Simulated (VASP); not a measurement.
**InAs: single point with PBE-based screened hybrid**

The system is InAs.

```
In As
1.0
     0.00000    3.01800    3.01800
     3.01800    0.00000    3.01800
     3.01800    3.01800    0.00000
In As
1 1
Direct
  0.00000 0.00000 0.00000
  0.75000 0.75000 0.75000
```

```json
{
 "Program": "VASP 6.6.1",
 "Task": "single point",
 "Functional": "PBE-based screened hybrid",
 "Potentials or basis": "VASP PAW PBE potentials, release 64 (In_d, As)",
 "Cutoff": "520 eV",
 "k mesh": "4 × 4 × 4",
 "Occupations": "fermi-dirac, width 0.05 eV",
 "Spin": "no spin polarisation"
}
```

```
Pressure               : 1.8 GPa
Band gap on the k mesh : 0.81 eV, direct
```

Levels at points of the mesh, in eV from the valence-band top:
```
           k point  band 5  band 6  band 7  band 8  band 9  band 10  band 11  band 12  band 13  band 14
(0.00, 0.00, 0.00)  -16.36  -13.28    0.00    0.00    0.00     0.81     4.87     4.87     4.87     8.73
(0.50, 0.00, 0.00)  -16.36  -11.62   -6.37   -1.09   -1.09     1.88     5.65     5.65     7.93    10.40
(0.50, 0.50, 0.00)  -16.34  -11.00   -6.43   -2.58   -2.58     2.27     2.91    10.63    10.82    10.82
```

Wall time 6.7 min on 1 thread of Intel(R) Xeon(R) Platinum 8375C CPU @ 2.90GHz (Ice Lake), on a shared host, peak memory 0.28 GiB.

Caveat: the k points lie up to 0.45 Å⁻¹ apart; the PAW data sets were made with another functional, which shifts forces and pressure a little; spin-orbit coupling is left out, which moves the levels of the heavy elements.
